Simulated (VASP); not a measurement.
Set up this calculation in VASP 6.6.1, as the native input.

- Task: single point
- Functional: r2SCAN
- Potentials or basis: VASP PAW PBE potentials, release 64 (Sn_d, O)
- Cutoff: 520 eV
- k mesh: 6 × 6 × 6
- Occupations: gaussian, width 0.01 eV
- Spin: no spin polarisation
- Dipole correction: no
- Further INCAR settings: ALGO = Normal; EDIFF = 1e-07; NBANDS = 28

SnO:

```
Sn O
1.0
     3.86844    0.00000    0.00000
     0.00000    3.86844    0.00000
     0.00000    0.00000    4.69905
Sn O
2 2
Cartesian
  0.0000 1.9342 1.1200
  1.9342 0.0000 3.5791
  1.9342 1.9342 0.0000
  0.0000 0.0000 0.0000
```

This cell differs from its parent crystal: epitaxial xy strain +2.0%.

The input as run:

POSCAR

```
SnO
1.0
    3.8684398229      0.0000000000      0.0000000000
    0.0000000000      3.8684398229      0.0000000000
    0.0000000000      0.0000000000      4.6990470938
Sn O
2 2
Direct
    0.0000000000      0.5000000000      0.2383404858
    0.5000000000      0.0000000000      0.7616595142
    0.5000000000      0.5000000000      0.0000000000
    0.0000000000      0.0000000000      0.0000000000
```

INCAR.step1

```
SYSTEM = SnO
PREC = Accurate
ENCUT = 520
ISMEAR = 0
SIGMA = 0.01
LREAL = .False.
LASPH = .True.
NELM = 60
NBANDS = 28
GGA = PE
ALGO = Normal
EDIFF = 1E-4
LWAVE = .True.
LCHARG = .False.
```

INCAR.step2

```
SYSTEM = SnO
PREC = Accurate
ENCUT = 520
EDIFF = 1E-7
ISMEAR = 0
SIGMA = 0.01
LREAL = .False.
LASPH = .True.
NELM = 60
ALGO = Normal
ISIF = 2
LWAVE = .False.
LCHARG = .True.
METAGGA = R2SCAN
LMIXTAU = .True.
LELF = .True.
LVHAR = .True.
NBANDS = 28
ISTART = 1
```

KPOINTS

```
Automatic mesh
0
Gamma
  6 6 6
  0 0 0
```

Potentials or basis: VASP PAW PBE potentials, release 64 (Sn_d, O).

Run with:

```bash
$ cat potpaw_PBE.64/Sn_d/POTCAR potpaw_PBE.64/O/POTCAR > POTCAR
$ cp INCAR.step1 INCAR
$ mpirun -np 1 vasp_std > vasp.out
$ cp INCAR.step2 INCAR
$ mpirun -np 1 vasp_std > vasp.out
```

It gave:

* Pressure: -0.7 GPa
* Largest force: 0.121 eV/Å
* Band gap on the k mesh: 0.42 eV (least direct gap 2.23 eV)

Caveat: the cell differs from its parent crystal (epitaxial xy strain +2.0%); semilocal functionals underestimate gaps, and a narrow one can read as zero; the PAW data sets were made with another functional, which shifts forces and pressure a little; spin-orbit coupling is left out, which moves the levels of the heavy elements.

Wall time 2.6 min on 1 thread of AMD EPYC 9R45 96-Core Processor (Zen 5), with other jobs on the host, peak memory 0.18 GiB.
